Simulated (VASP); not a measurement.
Here is a VASP 6.6.1 calculation.

File INCAR:

```
  PREC = Accurate
  ENCUT = 420
  EDIFF = 1E-6
  ISMEAR = -1
  SIGMA = 0.05
  LREAL = Auto
  LASPH = T
  NELM = 120
  ALGO = Normal
  ISIF = 2
  LWAVE = F
  LCHARG = T
  GGA = PS
  LELF = T
  LVHAR = T
  ISYM = -1
  NBANDS = 196
  GGA_COMPAT = F
```

File KPOINTS:

```
explicit points
1
Reciprocal
  0.25000000   0.25000000   0.25000000 1
```

POSCAR

```
Cs3Sn4BBr12
1.0
   11.5000000000      0.0000000000      0.0000000000
    0.0000000000     11.5000000000      0.0000000000
    0.0000000000      0.0000000000     11.5000000000
B Cs Sn Br
2 6 8 24
Direct
    0.8739180000      0.9844460000      0.1073330000
    0.4432040000      0.6053670000      0.3560450000
    0.0095070000      0.0292540000      0.5088440000
    0.0199190000      0.4750910000      0.0040770000
    0.0000610000      0.4846760000      0.5280970000
    0.4765130000      0.0055230000      0.9899050000
    0.5005700000      0.0431540000      0.5018620000
    0.4932360000      0.4900880000      0.9797560000
    0.2600810000      0.2557760000      0.2559040000
    0.2567790000      0.2496550000      0.7535840000
    0.2311320000      0.7661410000      0.2305980000
    0.2585560000      0.7491040000      0.7415560000
    0.7587530000      0.2491230000      0.2544110000
    0.7582590000      0.2412910000      0.7560660000
    0.7469290000      0.7320140000      0.2678650000
    0.7574470000      0.7482170000      0.7429540000
    0.2553420000      0.2496050000      0.0072050000
    0.2590710000      0.2684500000      0.5060550000
    0.2176470000      0.7711780000      0.9799050000
    0.3186190000      0.7114450000      0.4672260000
    0.7796260000      0.1477560000      0.0188570000
    0.7559610000      0.2689280000      0.5113070000
    0.7756520000      0.8380240000      0.0243890000
    0.7144610000      0.6884370000      0.5126180000
    0.0102910000      0.2810670000      0.2684620000
    0.0075740000      0.2465110000      0.7483530000
    0.9901810000      0.7165240000      0.2909430000
    0.0089310000      0.7536170000      0.6938060000
    0.5120370000      0.2286860000      0.2351430000
    0.5085020000      0.2423730000      0.7713830000
    0.4858510000      0.7618980000      0.2148160000
    0.5082130000      0.7509900000      0.7943870000
    0.2461360000      0.0102510000      0.2804740000
    0.2680290000      0.9979500000      0.7194730000
    0.2856670000      0.5186160000      0.2296840000
    0.2437760000      0.4992920000      0.7706990000
    0.7571390000      0.9843350000      0.2995410000
    0.7476880000      0.9906620000      0.6949250000
    0.7464030000      0.4878990000      0.1825220000
    0.7713080000      0.4898930000      0.7981260000
```

Potentials or basis: VASP PAW PBE potentials, release 64 (B, Cs_sv, Sn_d, Br).

Command:

```bash
$ cat potpaw_PBE.64/B/POTCAR potpaw_PBE.64/Cs_sv/POTCAR potpaw_PBE.64/Sn_d/POTCAR potpaw_PBE.64/Br/POTCAR > POTCAR
$ mpirun -np 1 vasp_std > vasp.out
```

(1) Estimate the pressure.

(2) Predict the band gap on the k mesh.

Results:

(1) -0.4 GPa.

(2) 1.74 eV.

Caveat: the PAW data sets were made with another functional, which shifts forces and pressure a little; spin-orbit coupling is left out, which moves the levels of the heavy elements.
